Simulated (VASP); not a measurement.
Here is a VASP 6.6.1 calculation.

The input INCAR:

```
SYSTEM = BN
PREC = Accurate ; ENCUT = 520
EDIFF = 1E-7 ; ISMEAR = 0
SIGMA = 0.01 ; LREAL = .False.
LASPH = .True. ; NELM = 80
ALGO = Normal ; ISIF = 2
LWAVE = .False. ; LCHARG = .False.
GGA = PE ; NBANDS = 11
```

Contents of KPOINTS:

```
Automatic mesh
0
Gamma
  6 6 6
  0 0 0
```

POSCAR

```
BN
1.0
    0.0000000000      1.8048254650      1.8048254650
    1.8048254650      0.0000000000      1.8048254650
    1.8048254650      1.8048254650      0.0000000000
B N
1 1
Direct
    0.0000000000      0.0000000000      0.0000000000
    0.2500000000      0.2500000000      0.2500000000
```

Potentials or basis: VASP PAW PBE potentials, release 64 (B, N).

Command:

```console
$ cat potpaw_PBE.64/B/POTCAR potpaw_PBE.64/N/POTCAR > POTCAR
$ mpirun -np 1 vasp_std > vasp.out
```

Question: Estimate the band gap on the k mesh.

Answer: 4.46 eV, indirect (least direct gap 8.84 eV).

Question: What does it give for the pressure?

Answer: 5.1 GPa.

Caveat: the k points lie up to 0.50 Å⁻¹ apart. Expect the measured gap to be larger: semilocal functionals such as PBE lack the derivative discontinuity.
